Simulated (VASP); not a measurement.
# CsMoPb4 (P-3m1) in VASP: further runs, part 2 of 2

VASP 6.6.1. Earlier steps stand in the parts before.

### Step 3. Single point, PBE

This run uses another cell than the first one, of 34.74 Å³/atom.

File INCAR:

```
SYSTEM = CsMoPb4
PREC     = Accurate       ! precision mode
ENCUT    = 520            ! plane-wave cutoff, eV
EDIFF    = 1E-7           ! SCF threshold, eV
ISMEAR   = 0              ! smearing method
SIGMA    = 0.1            ! smearing width, eV
LREAL    = .FALSE.        ! projectors in reciprocal space
LASPH    = .TRUE.         ! aspherical terms in the spheres
NELM     = 100            ! most SCF steps
ALGO     = Normal         ! electronic algorithm
ISIF     = 2              ! what is computed and relaxed
LWAVE    = .FALSE.        ! write WAVECAR
LCHARG   = .FALSE.        ! write CHGCAR
GGA      = PE             ! functional
NBANDS   = 48             ! bands
```

File KPOINTS:

```
regular mesh
0
G
  6 6 1
  0 0 0
```

File POSCAR:

```
CsMoPb4
1.0
    3.9914028400      0.0000000000      0.0000000000
   -1.9957014200      3.4566562500      0.0000000000
    0.0000000000      0.0000000000     15.1096425800
Cs Mo Pb
1 1 4
Direct
    0.0000000000      0.0000000000      0.0000000000
    0.0000000000      0.0000000000      0.5000000000
    0.3333333300      0.6666666700      0.8780300000
    0.3333333300      0.6666666700      0.3713200100
    0.6666666700      0.3333333300      0.6286799900
    0.6666666700      0.3333333300      0.1219700000
```

Potentials or basis: VASP PAW PBE potentials, release 64 (Cs_sv, Mo_sv, Pb_d).

The run is started by

```bash
> cat potpaw_PBE.64/Cs_sv/POTCAR potpaw_PBE.64/Mo_sv/POTCAR potpaw_PBE.64/Pb_d/POTCAR > POTCAR
> mpirun -np 1 vasp_std > vasp.out
```

OUTCAR:

```text
SYSTEM = CsMoPb4
   PREC = Accurate
   ENCUT = 520
   EDIFF = 1E-7
   ISMEAR = 0
   LREAL = .FALSE.
   LASPH = .TRUE.
   NELM = 100
   ISIF = 2
   GGA = PE

 ion  position               nearest neighbor table
   1  0.000  0.000  0.000-   3 2.95   6 2.95   3 2.95   6 2.95   6 2.95   3 2.95
   2  0.000  0.000  0.500-   4 3.02   5 3.02   4 3.02   5 3.02   5 3.02   4 3.02
   3  0.333  0.667  0.878-   1 2.95   1 2.95   1 2.95
   4  0.333  0.667  0.371-   2 3.02   2 3.02   2 3.02
   5  0.667  0.333  0.629-   2 3.02   2 3.02   2 3.02
   6  0.667  0.333  0.122-   1 2.95   1 2.95   1 2.95

  LATTYP: Found a hexagonal cell.
 ALAT       =     3.9914028400
 C/A-ratio  =     3.7855468831

  Lattice vectors:

 A1 = (   3.9914028400,   0.0000000000,   0.0000000000)
 A2 = (  -1.9957014200,   3.4566562500,   0.0000000000)
 A3 = (   0.0000000000,   0.0000000000,  15.1096425800)

Analysis of symmetry for initial positions (statically):
=====================================================================
 Subroutine PRICEL returns:
 Original cell was already a primitive cell.

 Routine SETGRP: Setting up the symmetry group for a
 hexagonal supercell.

 Subroutine GETGRP returns: Found 12 space group operations
 (whereof 12 operations were pure point group operations)
 out of a pool of 24 trial point group operations.

The static configuration has the point symmetry D_3d.

Analysis of symmetry for dynamics (positions and initial velocities):
=====================================================================
 Subroutine PRICEL returns:
 Original cell was already a primitive cell.

 Routine SETGRP: Setting up the symmetry group for a
 hexagonal supercell.

 Subroutine GETGRP returns: Found 12 space group operations
 (whereof 12 operations were pure point group operations)
 out of a pool of 24 trial point group operations.

The dynamic configuration has the point symmetry D_3d.

[... 109 lines left out ...]
  volume/ion in A,a.u.               =      34.74       234.47
  Fermi-wavevector in a.u.,A,eV,Ry     =   1.184691  2.238742 19.095689  1.403494
  Thomas-Fermi vector in A             =   2.320900
   LORBIT       =      0    0 simple, 1 ext, 2 COOP (PROOUT), +10 PAW based schemes
   GGA     = PE    functional components
   LHFCALC =     F    Hartree Fock is set to
   AEXX    =    0.0000 exact exchange contribution
   IVDW    =     0    specifies the selected vdW correction
   LEPSILON=     F    determine dielectric tensor
   LRPA    =     F    only Hartree local field effects (RPA)
 non-spin polarized calculation
 Gauss-broadening in eV      SIGMA  =   0.10
  energy-cutoff  :      520.00
  volume of cell :      208.47
 maximum number of plane-waves:      5643
 NGX is ok and might be reduce to    30
   NGX = 15   NGY = 15   NGZ = 57

 number of electron      79.0000005 magnetization

 Free energy of the ion-electron system (eV)
  ---------------------------------------------------
  ext. energy  EPLUGINS =         0.00000000
  ---------------------------------------------------
  free energy    TOTEN  =       -17.31951376 eV

  energy without entropy =      -17.28982351  energy(sigma->0) =      -17.30466864

 E-fermi :   5.0091     XC(G=0):  -9.2961

 val. band max:        4.9721253657   @ k =   0.5000  -0.0000   0.0000
 cond. band min:       5.0417022723   @ k =   0.1667   0.0000   0.0000
 fundamental gap:      0.0695769066
 Fermi energy:         5.0090579720

 k-point     1 :       0.0000    0.0000    0.0000
  band No.  band energies     occupation
      1     -55.6766      2.00000
      2     -29.7983      2.00000
      3     -29.7983      2.00000
      4     -29.6406      2.00000
      5     -18.3394      2.00000
      6     -12.5324      2.00000
[... 346 lines left out ...]
     47       6.5420      0.00000
     48       8.3251      0.00000

------------------------ aborting loop because EDIFF is reached ----------------------------------------

  FORCE on cell =-STRESS in cart. coord.  units (eV):
  Direction    XX          YY          ZZ          XY          YZ          ZX
  --------------------------------------------------------------------------------------
  -------------------------------------------------------------------------------------
  Total        3.4877214      3.4877214      9.4863794      0.0000000      0.0000000      0.0000000
  in kB       26.8050379     26.8050378     72.9079898      0.0000000      0.0000000      0.0000000
  external PRESSURE =      42.1726885 kB  Pullay stress =       0.0000000 kB

 VOLUME and BASIS-vectors are now :
 -----------------------------------------------------------------------------
  energy-cutoff  :      520.00
  volume of cell :      208.47
      direct lattice vectors                 reciprocal lattice vectors
     3.991402840  0.000000000  0.000000000     0.250538480  0.144648459  0.000000000
    -1.995701420  3.456656250  0.000000000     0.000000000  0.289296918  0.000000000
     0.000000000  0.000000000 15.109642580     0.000000000  0.000000000  0.066182902

 POSITION                                       TOTAL-FORCE (eV/Angst)
 -----------------------------------------------------------------------------------
      0.00000      0.00000      0.00000         0.000000      0.000000      0.000000
      0.00000      0.00000      7.55482         0.000000      0.000000      0.000000
     -0.00000      2.30444     13.26672        -0.000000      0.000000     -4.150217
     -0.00000      2.30444      5.61051         0.000000      0.000000      0.628452
      1.99570      1.15222      9.49913        -0.000000     -0.000000     -0.628452
      1.99570      1.15222      1.84292         0.000000     -0.000000      4.150217
 -----------------------------------------------------------------------------------
    total drift:                                0.000000      0.000000      0.000000

  FREE ENERGIE OF THE ION-ELECTRON SYSTEM (eV)
  ---------------------------------------------------
  free  energy   TOTEN  =       -17.3195137632 eV

  energy  without entropy=      -17.2898235110  energy(sigma->0) =      -17.30466864
```

OSZICAR:

```text
N       E                     dE             d eps       ncg     rms          rms(c)
DAV:   1     0.105429821418E+04    0.10543E+04   -0.38190E+04   688   0.179E+03
DAV:   2     0.107338326042E+03   -0.94696E+03   -0.92256E+03   672   0.525E+02
DAV:   3    -0.115642547888E+02   -0.11890E+03   -0.11451E+03   880   0.220E+02
DAV:   4    -0.182082139606E+02   -0.66440E+01   -0.64794E+01   840   0.532E+01
DAV:   5    -0.184250913405E+02   -0.21688E+00   -0.21654E+00   824   0.970E+00    0.670E+00
DAV:   6    -0.216307060048E+02   -0.32056E+01   -0.15520E+01   816   0.109E+01    0.139E+01
DAV:   7    -0.174224159306E+02    0.42083E+01   -0.18269E+01   952   0.159E+01    0.265E+00
DAV:   8    -0.173482048502E+02    0.74211E-01   -0.75719E-01   776   0.384E+00    0.143E+00
DAV:   9    -0.173244777346E+02    0.23727E-01   -0.15967E-01   872   0.152E+00    0.596E-01
DAV:  10    -0.173198841271E+02    0.45936E-02   -0.10506E-02   896   0.483E-01    0.342E-01
DAV:  11    -0.173195177468E+02    0.36638E-03   -0.39928E-03   944   0.258E-01    0.844E-02
DAV:  12    -0.173195168265E+02    0.92029E-06   -0.54044E-04   848   0.151E-01    0.343E-02
DAV:  13    -0.173195097268E+02    0.70998E-05   -0.11230E-04   936   0.486E-02    0.112E-02
DAV:  14    -0.173195137570E+02   -0.40303E-05   -0.13474E-05   816   0.171E-02    0.427E-03
DAV:  15    -0.173195137164E+02    0.40571E-07   -0.23642E-06   832   0.779E-03    0.132E-03
DAV:  16    -0.173195137632E+02   -0.46710E-07   -0.42871E-07   608   0.335E-03
   1 F= -.17319514E+02 E0= -.17304669E+02  d E =-.296903E-01
```

stdout:

```text
POSCAR found type information on POSCAR CsMoPb
 POSCAR found :  3 types and       6 ions
 scaLAPACK will be used
 LDA part: xc-table for (Slater+PW92), standard interpolation
 POSCAR, INCAR and KPOINTS ok, starting setup
 FFT: planning ... GRIDC
 FFT: planning ... GRID_SOFT
 FFT: planning ... GRID
 WAVECAR not read
 entering main loop
```

Wall time 1.7 min (1 thread of Intel Xeon Platinum 8488C (Sapphire Rapids), shared host); peak memory 0.33 GiB.

What came out:

| Quantity | Value |
| --- | --- |
| Free energy | -17.3195 eV |
| Pressure | 4.2 GPa |
| Largest force | 4.150 eV/Å |
| Band gap on the k mesh | zero (an odd number of electrons rules out a gap without spin polarisation) |

Forces on the atoms (eV/Å):
```
Cs   0.000  0.000  0.000
Mo   0.000  0.000  0.000
Pb   0.000  0.000 -4.150
Pb   0.000  0.000  0.628
Pb   0.000  0.000 -0.628
Pb   0.000  0.000  4.150
```

Stress tensor (GPa, compression positive):
```
2.68 0.00 0.00
0.00 2.68 0.00
0.00 0.00 7.29
```

Levels at points of the mesh, in eV from the Fermi level:
| k point | band 36 | band 37 | band 38 | band 39 | band 40 | band 41 | band 42 | band 43 | band 44 | band 45 |
| --- | --- | --- | --- | --- | --- | --- | --- | --- | --- | --- |
| (0.00, 0.00, 0.00) | -0.76 | -0.33 | 0.14 | 0.14 | 0.45 | 0.82 | 0.82 | 2.30 | 3.49 | 3.49 |
| (0.50, 0.00, 0.00) | -1.26 | -0.74 | -0.72 | -0.62 | -0.04 | 0.37 | 0.44 | 0.74 | 1.27 | 1.98 |

Caveat: the k points lie up to 0.42 Å⁻¹ apart, too coarse for converged energies and pressures of a metal; spin-orbit coupling is left out, which moves the levels of the heavy elements; forces of over 1 eV/Å act on the atoms, so gaps and moduli don't describe the material at rest.
